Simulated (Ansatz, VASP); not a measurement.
# Two plane-wave programs on LaF5

```xyz
6
Lattice="0.0000 3.2594 3.2594 3.2594 0.0000 3.2594 3.2594 3.2594 0.0000" Properties=species:S:1:pos:R:3 pbc="T T T"
La    0.0000    0.0000    0.0000
F     4.0787    4.0787    2.4401
F     4.0787    2.4401    4.0787
F     2.4401    4.0787    4.0787
F     2.4401    2.4401    2.4401
F     4.8891    4.8891    4.8891
```

Change from the starting cell: species swapped into the ErCu5 type (F-43m, No. 216).

Alike in both runs: task relaxation of cell and atoms; functional PBE; k mesh 10 × 10 × 10; occupations gaussian, width 0.1 eV; no spin polarisation.

```csv
,VASP,Ansatz
version,VASP 6.6.1,Ansatz 0.2.0
potentials or method,"VASP PAW PBE potentials, release 64 (La, F), cutoff 600 eV","scalar-relativistic, plane waves, PAW"
valence electrons in the cell,46,46
```

Ansatz gave:

| Item | Value |
| --- | --- |
| gap on the k mesh at the Fermi level, each at its own relaxed structure (eV) | none |
| relaxed volume (Å³/atom) | 11.55 |
| relaxed cell length with the largest relative difference (Å) | 4.611 |

Task: Estimate VASP's values.

Result: gap on the k mesh at the Fermi level, each at its own relaxed structure (eV): none; relaxed volume (Å³/atom): 11.48; relaxed cell length with the largest relative difference (Å): 4.601.

A gap of «none» marks a metal or a gap that the smearing closes.

Spin-orbit coupling is off throughout.
